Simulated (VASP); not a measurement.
A run of VASP 6.6.1:

File POSCAR:

```
SnSe2
1.0
    3.4918669901      0.0000000000      0.0000000000
   -1.7459334950      3.0240455200      0.0000000000
    0.0000000000      0.0000000000      7.3100165154
Sn Se
1 2
Direct
    0.0000000000      0.0000000000      0.0000000000
    0.3333333333      0.6666666667      0.2500000000
    0.6666666667      0.3333333333      0.7500000000
```

Contents of INCAR.step1:

```
PREC = Accurate ; ENCUT = 520
ISMEAR = 0 ; SIGMA = 0.05
LREAL = False ; LASPH = True
NELM = 100 ; NBANDS = 20
GGA = PE ; ALGO = Normal
EDIFF = 1E-4 ; LWAVE = True
LCHARG = False
```

Contents of INCAR.step2:

```
PREC = Accurate ; ENCUT = 520
EDIFF = 1E-6 ; ISMEAR = 0
SIGMA = 0.05 ; LREAL = False
LASPH = True ; NELM = 100
ALGO = Normal ; ISIF = 2
LWAVE = False ; LCHARG = False
METAGGA = R2SCAN ; LMIXTAU = True
NBANDS = 20 ; ISTART = 1
```

KPOINTS

```
Automatic mesh
0
Gamma
  12 12 6
```

Potentials or basis: VASP PAW PBE potentials, release 64 (Sn_d, Se).

The run is started by

```bash
$ cat potpaw_PBE.64/Sn_d/POTCAR potpaw_PBE.64/Se/POTCAR > POTCAR
$ cp INCAR.step1 INCAR
$ mpirun -np 1 vasp_std > vasp.out
$ cp INCAR.step2 INCAR
$ mpirun -np 1 vasp_std > vasp.out
```

Hardware: 1 thread of Intel(R) Xeon(R) Platinum 8259CL CPU @ 2.50GHz (Skylake/Cascade Lake) (shared host).

Q: How long does it take, and how much memory?

A: It took 8 min on 1 thread of Intel(R) Xeon(R) Platinum 8259CL CPU @ 2.50GHz (Skylake/Cascade Lake) (shared host), peak memory 0.31 GiB. Counts: k points 100.
